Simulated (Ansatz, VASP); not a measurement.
# WSe2: VASP beside Ansatz

File INCAR:

```
SYSTEM = WSe2
ALGO = Normal
EDIFF = 1E-6
ENCUT = 520
GGA = PE
ISIF = 2
ISMEAR = -1
LASPH = .True.
LCHARG = .False.
LREAL = .False.
LWAVE = .False.
NBANDS = 35
NELM = 100
PREC = Accurate
SIGMA = 0.08
```

File KPOINTS:

```
k-points
0
Gamma
  11 11 3
  0 0 0
```

Contents of POSCAR:

```
WSe2
1.0
    3.2789950290      0.0000000000      0.0000000000
   -1.6394975145      2.8396929940      0.0000000000
    0.0000000000      0.0000000000     12.9266217496
W Se
2 4
Direct
    0.3333333333      0.6666666667      0.2500000000
    0.6666666667      0.3333333333      0.7500000000
    0.3333333333      0.6666666667      0.6210000000
    0.6666666667      0.3333333333      0.1210000000
    0.3333333333      0.6666666667      0.8790000000
    0.6666666667      0.3333333333      0.3790000000
```

Input for Ansatz:

```yaml
crystal:
  lattice:
    - [3.278995029, 0.0, 0.0]
    - [-1.6394975145, 2.839692994, 0.0]
    - [0.0, 0.0, 12.9266217496]
  atoms:
    - { symbol: W, position: [0.3333333333, 0.6666666667, 0.25] }
    - { symbol: W, position: [0.6666666667, 0.3333333333, 0.75] }
    - { symbol: Se, position: [0.3333333333, 0.6666666667, 0.621] }
    - { symbol: Se, position: [0.6666666667, 0.3333333333, 0.121] }
    - { symbol: Se, position: [0.3333333333, 0.6666666667, 0.879] }
    - { symbol: Se, position: [0.6666666667, 0.3333333333, 0.379] }
kpoints:
  mp_grid: { grid: [11, 11, 3] }
  band_path:
    path:
      - [0.0, 0.0, 0.0]
      - [0.5, 0.0, 0.0]
      - [0.3333333333, 0.3333333333, 0.0]
      - [0.0, 0.0, 0.0]
      - [0.0, 0.0, 0.5]
      - [0.5, 0.0, 0.5]
      - [0.3333333333, 0.3333333333, 0.5]
      - [0.0, 0.0, 0.5]
      - [0.5, 0.0, 0.5]
    npoints: 5
scf:
  occupations: { method: fermi_dirac, width: 0.08 }
hamiltonian:
  xc: pbe
  pseudopotentials: { kind: all_electron, lapw: { basis_error: 0.0005 } }
output:
  forces: true
  stress: true
  eigenvalues: true
```

Change from the starting cell: volume scaled by 0.99.

Alike in both runs: task single point; functional PBE; k mesh 11 × 11 × 3; occupations fermi-dirac, width 0.08 eV; no spin polarisation.

```csv
,VASP,Ansatz
version,VASP 6.6.1,Ansatz 0.2.0
potentials or method,"VASP PAW PBE potentials, release 64 (W_sv, Se), cutoff 520 eV","all-electron LAPW, scalar-relativistic"
```

```tsv
	VASP	Ansatz	Ansatz less VASP
pressure (GPa)	5.6	5.3	-0.29
traceless stress, the component that is largest in VASP (GPa)	0.91	0.83	-0.087
rms of the force components (eV/Å)	0.184	0.161	-0.0222
```

Atom by atom the forces differ by 0.022 eV/Å (rms over components). Ansatz ran all-electron here, and VASP with PAW potentials.

Neither program's run includes spin-orbit coupling.
